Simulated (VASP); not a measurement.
# NbH (Cmme) in VASP: notebook

Runs on NbH. Level: PBEsol. Tasks: single point.

Program: VASP 6.6.1. These are calculated values, not measurements. Logs are shortened: lines on timing, memory, paths and dates and some standing lists are left out, and cuts for length are marked.

## 1. The cell of the first run

The structure is orthorhombic, space group Cmme (No. 67). Conventional cell: a = 3.691 Å, b = 4.786 Å, c = 4.804 Å, α = 90.00°, β = 90.00°, γ = 90.00°. Nb (site symmetry mm2) has 4 H at 1.99 Å within 2.6 Å. H (site symmetry 222) has 4 H at 1.85 to 2.39 Å and 4 Nb at 1.99 Å within 2.4 Å.

## 2. Single point, PBEsol

Contents of INCAR:

```
SYSTEM = NbH
PREC = Accurate ; ENCUT = 520
EDIFF = 1E-6 ; ISMEAR = 1
SIGMA = 0.1 ; LREAL = .FALSE.
LASPH = .TRUE. ; NELM = 80
ALGO = Normal ; ISIF = 2
LWAVE = .FALSE. ; LCHARG = .FALSE.
GGA = PS ; NBANDS = 22
```

Contents of KPOINTS:

```
regular mesh
0
G
  9 9 6
  0 0 0
```

Contents of POSCAR:

```
NbH
1.0
    1.8453700000     -2.3932000000      0.0000000000
    1.8453700000      2.3932000000      0.0000000000
    0.0000000000      0.0000000000      4.8042300000
Nb H
2 2
Direct
    0.7500000000      0.2500000000      0.2688400000
    0.2500000000      0.7500000000      0.7311600000
    0.2500000000      0.2500000000      0.0000000000
    0.7500000000      0.7500000000      0.0000000000
```

Potentials or basis: VASP PAW PBE potentials, release 64 (Nb_sv, H).

Command:

```
cat potpaw_PBE.64/Nb_sv/POTCAR potpaw_PBE.64/H/POTCAR > POTCAR
mpirun -np 1 vasp_std > vasp.out
```

OUTCAR:

```text
SYSTEM = NbH
   PREC = Accurate
   ENCUT = 520
   EDIFF = 1E-6
   ISMEAR = 1
   LREAL = .FALSE.
   LASPH = .TRUE.
   NELM = 80
   ISIF = 2
   GGA = PS

 ion  position               nearest neighbor table
   1  0.750  0.250  0.269-   2 2.89   2 2.89
   2  0.250  0.750  0.731-   1 2.89   1 2.89
   3  0.250  0.250  0.000-
   4  0.750  0.750  0.000-

  LATTYP: Found a base centered orthorhombic cell.
 ALAT       =     3.6907400000
 B/A-ratio  =     1.2968672949
 C/A-ratio  =     1.3016983044

  Lattice vectors:

 A1 = (   1.8453700000,  -2.3932000000,   0.0000000000)
 A2 = (   1.8453700000,   2.3932000000,   0.0000000000)
 A3 = (   0.0000000000,   0.0000000000,   4.8042300000)

Analysis of symmetry for initial positions (statically):
=====================================================================
 Subroutine PRICEL returns:
 Original cell was already a primitive cell.

 Routine SETGRP: Setting up the symmetry group for a
 base centered orthorhombic supercell.

 Subroutine GETGRP returns: Found  8 space group operations
 (whereof  4 operations were pure point group operations)
 out of a pool of  8 trial point group operations.

The static configuration has the point symmetry C_2h.
 The point group associated with its full space group is D_2h.

Analysis of symmetry for dynamics (positions and initial velocities):
=====================================================================
 Subroutine PRICEL returns:
 Original cell was already a primitive cell.

 Routine SETGRP: Setting up the symmetry group for a
 base centered orthorhombic supercell.

 Subroutine GETGRP returns: Found  8 space group operations
 (whereof  4 operations were pure point group operations)
 out of a pool of  8 trial point group operations.

The dynamic configuration has the point symmetry C_2h.
 The point group associated with its full space group is D_2h.

 Subroutine INISYM returns: Found  8 space group operations
 (whereof  4 operations are pure point group operations),
 and found     1 'primitive' translations

----------------------------------------------------------------------------------------

                                     Primitive cell

  volume of cell :      42.4342

  direct lattice vectors                    reciprocal lattice vectors
     1.845370000 -2.393200000  0.000000000     0.270948373 -0.208925288  0.000000000
     1.845370000  2.393200000  0.000000000     0.270948373  0.208925288  0.000000000
     0.000000000  0.000000000  4.804230000     0.000000000  0.000000000  0.208149901

  length of vectors
     3.022051733  3.022051733  4.804230000     0.342144410  0.342144410  0.208149901

  position of ions in fractional coordinates (direct lattice)
     0.750000000  0.250000000  0.268840000
     0.250000000  0.750000000  0.731160000
     0.250000000  0.250000000  0.000000000
     0.750000000  0.750000000  0.000000000

  ion indices of the primitive-cell ions
   primitive index   ion index
                 1           1
                 2           2
                 3           3
                 4           4

----------------------------------------------------------------------------------------

 KPOINTS: regular mesh

Automatic generation of k-mesh.
 Grid dimensions read from file:
 generate k-points for:    9    9    6

 Generating k-lattice:

  Cartesian coordinates                     Fractional coordinates (reciprocal lattice)
     0.030105375 -0.023213921  0.000000000     0.111111111  0.000000000  0.000000000
     0.030105375  0.023213921  0.000000000     0.000000000  0.111111111  0.000000000
     0.000000000  0.000000000  0.034691650     0.000000000  0.000000000  0.166666667

  Length of vectors
     0.038016046  0.038016046  0.034691650

  Shift w.r.t. Gamma in fractional coordinates (k-lattice)
     0.000000000  0.000000000  0.000000000

 Subroutine IBZKPT returns following result:
 ===========================================

 Found    100 irreducible k-points:

 Following reciprocal coordinates:
            Coordinates               Weight
  0.000000  0.000000  0.000000      1.000000
  0.111111  0.000000  0.000000      4.000000
  0.222222  0.000000  0.000000      4.000000
  0.333333  0.000000  0.000000      4.000000
  0.444444  0.000000  0.000000      4.000000
  0.111111  0.111111  0.000000      2.000000
[... 16 lines left out ...]
 -0.333333  0.333333  0.000000      2.000000
  0.444444  0.444444  0.000000      2.000000
 [... further k-points ...]
   k-points           NKPTS =    100   k-points in BZ     NKDIM =    100   number of bands    NBANDS=     22
   number of dos      NEDOS =    301   number of ions     NIONS =      4
   total plane-waves  NPLWV =  20736
   dimension x,y,z NGX =    24 NGY =   24 NGZ =   36
   dimension x,y,z NGXF=    48 NGYF=   48 NGZF=   72
   ions per type =               2   2
   NGX,Y,Z   is equivalent  to a cutoff of  13.20, 13.20, 12.46 a.u.
   NGXF,Y,Z  is equivalent  to a cutoff of  26.41, 26.41, 24.91 a.u.
 SYSTEM =  NbH
   PREC   = accura    normal or accurate (medium, high low for compatibility)
   ISTART =      0    job   : 0-new  1-cont  2-samecut
   ICHARG =      2    charge: 1-file 2-atom 10-const
   ISPIN  =      1    spin polarized calculation?
   LNONCOLLINEAR =      F non collinear calculations
   LSORBIT =      F    spin-orbit coupling
   LASPH  =      T    aspherical Exc in radial PAW
   ENCUT  =  520.0 eV  38.22 Ry    6.18 a.u.   5.62  5.62  8.93*2*pi/ulx,y,z
   NELM   =     80;   NELMIN=  2; NELMDL= -5     # of ELM steps
   EDIFF  = 0.1E-05   stopping-criterion for ELM
   LREAL  =      F    real-space projection
   EDIFFG = 0.1E-04   stopping-criterion for IOM
   NSW    =      0    number of steps for IOM
   IBRION =     -1    ionic relax: 0-MD 1-quasi-New 2-CG
   NFREE  =      0    steps in history (QN), initial steepest desc. (CG)
   ISIF   =      2    stress and relaxation
   ISYM   =      2    0-nonsym 1-usesym 2-fastsym
   POTIM  = 0.5000    time-step for ionic-motion
   TEBEG  =    0.0;   TEEND  =   0.0 temperature during run
   PSTRESS=    0.0 pullay stress
   NELECT =      28.0000    total number of electrons
   NUPDOWN=      -1.0000    fix difference up-down
   EMIN   =  10.00;   EMAX   =-10.00  energy-range for DOS
   EFERMI =   0.00;   METHOD = LEGACY
   ISMEAR =     1;   SIGMA  =   0.10  broadening in eV -4-tet -1-fermi 0-gaus
   EFERMI_NEDOS =   21; number of points for ismear=-14 and -15
   IALGO  =     38    algorithm
   IMIX   =      4    mixing-type and parameters
     AMIX     =   0.40;   BMIX     =  1.00
     AMIX_MAG =   1.60;   BMIX_MAG =  1.00
  volume/ion in A,a.u.               =      10.61        71.59
  Fermi-wavevector in a.u.,A,eV,Ry     =   1.425242  2.693318 27.637734  2.031316
  Thomas-Fermi vector in A             =   2.545648
   LORBIT       =      0    0 simple, 1 ext, 2 COOP (PROOUT), +10 PAW based schemes
   GGA     = PS    functional components
   LHFCALC =     F    Hartree Fock is set to
   AEXX    =    0.0000 exact exchange contribution
   IVDW    =     0    specifies the selected vdW correction
   LEPSILON=     F    determine dielectric tensor
   LRPA    =     F    only Hartree local field effects (RPA)
 non-spin polarized calculation
 Methfessel and Paxton  Order N= 1 SIGMA  =   0.10
  energy-cutoff  :      520.00
  volume of cell :       42.43
 maximum number of plane-waves:      1158
   NGX = 11   NGY = 11   NGZ = 17

 number of electron      27.9999998 magnetization

 Free energy of the ion-electron system (eV)
  ---------------------------------------------------
  ext. energy  EPLUGINS =         0.00000000
  ---------------------------------------------------
  free energy    TOTEN  =       -29.32426281 eV

  energy without entropy =      -29.32420034  energy(sigma->0) =      -29.32424199

 E-fermi :  10.2441     XC(G=0): -12.3157

 val. band max:       10.2204516145   @ k =  -0.3333   0.1111   0.5000
 cond. band min:      10.2462307982   @ k =   0.3333   0.2222   0.0000
 fundamental gap:      0.0257791837
 Fermi energy:        10.2440762749

 k-point     1 :       0.0000    0.0000    0.0000
  band No.  band energies     occupation
      1     -44.8507      2.00000
      2     -44.6944      2.00000
      3     -21.3795      2.00000
      4     -20.7759      2.00000
      5     -20.5013      2.00000
      6     -20.4679      2.00000
[... 14 lines left out ...]
     21      14.7701      0.00000
     22      18.6831      0.00000

 k-point     2 :       0.1111    0.0000    0.0000
  band No.  band energies     occupation
      1     -44.8390      2.00000
      2     -44.6919      2.00000
      3     -21.3452      2.00000
      4     -20.8080      2.00000
      5     -20.5364      2.00000
      6     -20.5203      2.00000
[... 14 lines left out ...]
     21      15.0491      0.00000
     22      18.3936      0.00000

 k-point     3 :       0.2222    0.0000    0.0000
  band No.  band energies     occupation
      1     -44.8077      2.00000
      2     -44.6875      2.00000
      3     -21.2500      2.00000
      4     -20.9247      2.00000
      5     -20.7210      2.00000
      6     -20.5784      2.00000
[... 14 lines left out ...]
     21      15.9033      0.00000
     22      18.1463      0.00000
[... 476 lines left out ...]
 k-point    23 :      -0.3333    0.3333    0.0000
  band No.  band energies     occupation
      1     -44.7424      2.00000
      2     -44.6328      2.00000
      3     -21.1289      2.00000
      4     -21.1145      2.00000
      5     -21.0783      2.00000
      6     -20.8666      2.00000
[... 14 lines left out ...]
     21      16.8608      0.00000
     22      17.7736      0.00000

 k-point    24 :       0.4444    0.4444    0.0000
  band No.  band energies     occupation
      1     -44.7050      2.00000
      2     -44.6189      2.00000
      3     -21.3170      2.00000
      4     -21.1648      2.00000
      5     -21.0131      2.00000
      6     -20.9615      2.00000
[... 14 lines left out ...]
     21      17.4650      0.00000
     22      18.4301      0.00000

 [... further k-points ...]

------------------------ aborting loop because EDIFF is reached ----------------------------------------

  FORCE on cell =-STRESS in cart. coord.  units (eV):
  Direction    XX          YY          ZZ          XY          YZ          ZX
  --------------------------------------------------------------------------------------
  -------------------------------------------------------------------------------------
  Total       -2.2106379     -1.6858347     -1.8416586      0.0000000      0.0000000      0.0000000
  in kB      -83.4664531    -63.6515995    -69.5350027      0.0000000      0.0000000      0.0000000
  external PRESSURE =     -72.2176851 kB  Pullay stress =       0.0000000 kB

 VOLUME and BASIS-vectors are now :
 -----------------------------------------------------------------------------
  energy-cutoff  :      520.00
  volume of cell :       42.43
      direct lattice vectors                 reciprocal lattice vectors
     1.845370000 -2.393200000  0.000000000     0.270948373 -0.208925288  0.000000000
     1.845370000  2.393200000  0.000000000     0.270948373  0.208925288  0.000000000
     0.000000000  0.000000000  4.804230000     0.000000000  0.000000000  0.208149901

 POSITION                                       TOTAL-FORCE (eV/Angst)
 -----------------------------------------------------------------------------------
      1.84537     -1.19660      1.29157         0.000000     -0.000000     -0.132054
      1.84537      1.19660      3.51266         0.000000     -0.000000      0.132054
      0.92268      0.00000      0.00000        -0.000000     -0.000000      0.000000
      2.76805      0.00000      0.00000        -0.000000      0.000000     -0.000000
 -----------------------------------------------------------------------------------
    total drift:                               -0.000000      0.000000      0.000000

  FREE ENERGIE OF THE ION-ELECTRON SYSTEM (eV)
  ---------------------------------------------------
  free  energy   TOTEN  =       -29.3242628139 eV

  energy  without entropy=      -29.3242003425  energy(sigma->0) =      -29.32424199
```

It took 97 s on 1 thread of Intel Xeon 8259CL, shared host; peak memory 0.21 GiB.

What came out:

```yaml
Free_energy: -29.3243 eV
Pressure: -7.2 GPa
Largest_force: 0.132 eV/Å
Band_gap_on_the_k_mesh: zero (bands 14 and 15 overlap by 2.32 eV)
```

Forces on the atoms (eV/Å):
```
Nb   0.000  0.000 -0.132
Nb   0.000  0.000  0.132
H    0.000  0.000  0.000
H    0.000  0.000  0.000
```

Levels at points of the mesh, in eV from the Fermi level:
| k point | band 12 | band 13 | band 14 | band 15 | band 16 | band 17 |
| --- | --- | --- | --- | --- | --- | --- |
| (0.00, 0.00, 0.00) | -1.56 | -0.86 | -0.78 | 0.36 | 1.00 | 2.60 |
| (0.00, 0.00, 0.50) | -2.13 | -2.11 | 0.10 | 0.91 | 1.38 | 1.39 |

Caveat: the cell stands under tension; the PAW data sets were made with another functional, which shifts forces and pressure a little.

## 3. Single point, PBEsol

Contents of INCAR:

```
PREC = Accurate
ENCUT = 520
EDIFF = 1E-6
ISMEAR = 1
SIGMA = 0.1
LREAL = False
LASPH = True
NELM = 100
ALGO = Normal
ISIF = 2
LWAVE = False
LCHARG = True
GGA = PS
LELF = True
LVHAR = True
NBANDS = 22
```

Contents of KPOINTS:

```
regular mesh
0
Gamma
  9 9 6
```

POSCAR is that of step 2.

Potentials or basis: VASP PAW PBE potentials, release 64 (Nb_sv, H).

Command:

```
cat potpaw_PBE.64/Nb_sv/POTCAR potpaw_PBE.64/H/POTCAR > POTCAR
mpirun -np 1 vasp_std > vasp.out
```

Wall time 94 s (1 thread of Intel Xeon 8259CL, shared host); peak memory 0.21 GiB.

It converged, with:

```yaml
Free_energy: -29.3243 eV
Pressure: -7.2 GPa
Largest_force: 0.132 eV/Å
Band_gap_on_the_k_mesh: zero (bands 14 and 15 overlap by 2.32 eV)
```

Forces in eV/Å, atoms in the order of the input:
```
Nb   0.000  0.000 -0.132
Nb   0.000  0.000  0.132
H    0.000  0.000  0.000
H    0.000  0.000  0.000
```

Stress tensor (GPa, compression positive):
```
-8.35  0.00  0.00
 0.00 -6.37  0.00
 0.00  0.00 -6.95
```

Levels at points of the mesh, in eV from the Fermi level:
```tsv
k point	band 11	band 12	band 13	band 14	band 15	band 16	band 17	band 18
(0.00, 0.00, 0.00)	-4.11	-1.56	-0.86	-0.78	0.36	1.00	2.60	2.62
(0.00, 0.00, 0.50)	-4.13	-2.13	-2.11	0.10	0.91	1.38	1.39	1.71
```

Caveat: the cell stands under tension; the PAW data sets were made with another functional, which shifts forces and pressure a little.
